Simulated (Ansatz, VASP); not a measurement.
## Two plane-wave programs on SrTa2Bi2S9

```
Bi S Sr Ta
1.0
     6.10965   -0.50285    1.30148
     0.36846    7.57972   -0.94525
    -0.37758   -0.61823    7.15447
Bi S Sr Ta
2 9 1 2
Direct
  0.71923 0.29854 0.73955
  0.50537 0.78982 0.27551
  0.88188 0.64054 0.69480
  0.55832 0.80830 0.66102
  0.20674 0.92853 0.60689
  0.27654 0.55263 0.57961
  0.46410 0.15887 0.44588
  0.94232 0.71595 0.36421
  0.79055 0.51662 0.08684
  0.67546 0.46052 0.42647
  0.84819 0.98515 0.83738
  0.25235 0.36226 0.03949
  0.99420 0.10139 0.35717
  0.18205 0.79657 0.96681
```

Alike in both runs: task single point; functional r2SCAN; k mesh 3 × 2 × 2; occupations fermi-dirac, width 0.05 eV; no spin polarisation.

|  | VASP | Ansatz |
| --- | --- | --- |
| version | VASP 6.6.1 | Ansatz 0.2.0 |
| potentials or method | VASP PAW PBE potentials, release 64 (Bi_d, S, Sr_sv, Ta_pv), cutoff 520 eV | PAW, plane waves, scalar-relativistic |
| valence electrons in the cell | 116 | 120 |

Ansatz gave:

| Quantity | Value |
| --- | --- |
| rms of the force components (eV/Å) | 1.173 |

Task: Estimate VASP's values.

Result: rms of the force components (eV/Å): 1.169.

VASP's potentials were made for PBE, not for r2SCAN. The functional is the same, so the differences come from potentials, cutoffs and numerics. VASP's potentials hold 116 valence electrons a cell and Ansatz's 120, so a difference there can come from the potentials and not from the codes.

The k mesh is coarse, so the values compare programs but aren't converged. Spin-orbit coupling is off throughout.
